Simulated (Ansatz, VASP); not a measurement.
One calculation of TePb, two programs

The input INCAR:

```
PREC = Accurate
ENCUT = 520
EDIFF = 1E-6
ISMEAR = 0
SIGMA = 0.027000000000000003
LREAL = F
LASPH = T
NELM = 100
ALGO = Normal
ISIF = 2
LWAVE = F
LCHARG = F
GGA = PE
NBANDS = 17
```

The input KPOINTS:

```
Automatic mesh
0
Gamma
  7 7 7
```

File POSCAR:

```
TePb
1.0
    0.0000000000      3.2310000000      3.2310000000
    3.2310000000      0.0000000000      3.2310000000
    3.2310000000      3.2310000000      0.0000000000
Pb Te
1 1
Direct
    0.0000000000      0.0000000000      0.0000000000
    0.5000000000      0.5000000000      0.5000000000
```

The input input.yaml:

```yaml
crystal:
  lattice:
    - [0.0, 3.231, 3.231]
    - [3.231, 0.0, 3.231]
    - [3.231, 3.231, 0.0]
  atoms:
    - { symbol: Pb, position: [0.0, 0.0, 0.0] }
    - { symbol: Te, position: [0.5, 0.5, 0.5] }
kpoints:
  mp_grid: { grid: [7, 7, 7] }
scf:
  occupations: { method: gaussian, width: 0.027 }
hamiltonian:
  xc: pbe
  pseudopotentials: { kind: all_electron, lapw: { basis_error: 0.001 } }
output:
  forces: true
  stress: true
  eigenvalues: true
```

Alike in both runs: task single point; functional PBE; k mesh 7 × 7 × 7; occupations gaussian, width 0.027 eV; no spin polarisation.

|  | VASP | Ansatz |
| --- | --- | --- |
| version | VASP 6.6.1 | Ansatz 0.2.0 |
| potentials or method | VASP PAW PBE potentials, release 64 (Pb_d, Te), cutoff 520 eV | all-electron LAPW, scalar-relativistic |

|  | VASP | Ansatz | Ansatz less VASP |
| --- | --- | --- | --- |
| pressure (GPa) | 2.1 | 2.1 | +0.07 |

Ansatz ran all-electron here, and VASP with PAW potentials.

Neither program's run includes spin-orbit coupling.
